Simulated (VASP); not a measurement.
TePb, 2 atoms in the cell. The structure is cubic, space group Fm-3m (No. 225). Conventional cell: a = 6.462 Å, b = 6.462 Å, c = 6.462 Å, α = 90.00°, β = 90.00°, γ = 90.00°. Te (site symmetry m-3m) has 6 Pb at 3.23 Å within 4.3 Å. Pb (site symmetry m-3m) has 6 Te at 3.23 Å within 4.3 Å. 

| Quantity | Value |
| --- | --- |
| Program | VASP 6.6.1 |
| Task | dielectric tensor |
| Functional | PBE |
| Potentials or basis | VASP PAW PBE potentials, release 64 (Te, Pb_d) |
| Cutoff | 520 eV |
| k mesh | 3 × 3 × 3 |
| Occupations | gaussian, width 0.01 eV |
| Spin | no spin polarisation |
| Dipole correction | no |
| Further INCAR settings | ALGO = Normal; EDIFF = 1e-08 |

Potentials or basis: VASP PAW PBE potentials, release 64 (Te, Pb_d).

Run with:

```bash
$ cat potpaw_PBE.64/Te/POTCAR potpaw_PBE.64/Pb_d/POTCAR > POTCAR
$ mpirun -np 1 vasp_std > vasp.out
```

Hardware: 1 thread of Intel Xeon 6975P-C, with other jobs on the host.

Task: Estimate the wall time of this run.

Result: Run time: 120 s on 1 thread of Intel Xeon 6975P-C (shared host), peak memory 0.22 GiB. Counts: scf iterations 159, k points 4.
